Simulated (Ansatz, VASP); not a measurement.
## One calculation of IrO, two programs

```xyz
4
Lattice="3.1266 0.0000 0.0000 -1.5633 2.7078 0.0000 0.0000 0.0000 5.3916" Properties=species:S:1:pos:R:3 pbc="T T T"
Ir    0.0000    0.0000    0.0000
Ir    0.0000    0.0000    2.6958
O     0.0000    1.8052    1.3479
O     1.5633    0.9026    4.0437
```

Alike in both runs: functional PBEsol; k mesh 6 × 6 × 4; occupations gaussian, width 0.1 eV; no spin polarisation.

Ansatz relaxed the structure, and its values are those at the end. VASP's run is a single point on that final structure, the one shown.

|  | VASP | Ansatz |
| --- | --- | --- |
| version | VASP 6.6.1 | Ansatz 0.2.0 |
| potentials or method | VASP PAW PBE potentials, release 64 (Ir_sv_GW, O), cutoff 600 eV | scalar-relativistic, plane waves, PAW |
| valence electrons in the cell | 46 | 46 |

```csv
,VASP,Ansatz,Ansatz less VASP
gap on the k mesh at the Fermi level (eV),none,none,-
pressure (GPa),-0.8,0.0,+0.75
```

VASP's potentials were made for PBE, not for PBEsol. A gap of «none» marks a metal or a gap that the smearing closes.

The k mesh is coarse, so the values compare programs but aren't converged. Neither program's run includes spin-orbit coupling.
